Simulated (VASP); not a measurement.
Here is a VASP 6.6.1 calculation.

The input INCAR:

```
SYSTEM = Ba
ALGO = Normal ; EDIFF = 1E-6
EDIFFG = -0.002 ; ENCUT = 600
IBRION = 2 ; ISIF = 3
ISMEAR = -1 ; LASPH = .TRUE.
LCHARG = .FALSE. ; LREAL = .FALSE.
LWAVE = .FALSE. ; NELM = 100
NSW = 100 ; PREC = Accurate
PSTRESS = 100.0 ; SIGMA = 0.1
```

The input KPOINTS:

```
k-points
0
G
  16 16 16
  0 0 0
```

POSCAR

```
Ba
1.0
    0.0000000000      2.9901614304      2.9901614304
    2.9901614304      0.0000000000      2.9901614304
    2.9901614304      2.9901614304      0.0000000000
Ba
1
Direct
    0.0000000000      0.0000000000      0.0000000000
```

Potentials or basis: VASP PAW LDA potentials, release 64 (Ba_sv).

Run with:

```sh
$ cat potpaw_LDA.64/Ba_sv/POTCAR > POTCAR
$ mpirun -np 1 vasp_std > vasp.out
```

Task: What does it give for the relaxed cell?

Result: a = 3.579 Å, b = 3.579 Å, c = 3.579 Å, α = 60.00°, β = 60.00°, γ = 60.00°.

Task: Predict the space group after relaxing (to 0.1 Å).

Result: Fm-3m (No. 225).

Final structure:
```
Ba
1.0
     0.00000    2.53069    2.53069
     2.53069    0.00000    2.53069
     2.53069    2.53069    0.00000
Ba
1
Direct
  0.00000 0.00000 0.00000
```
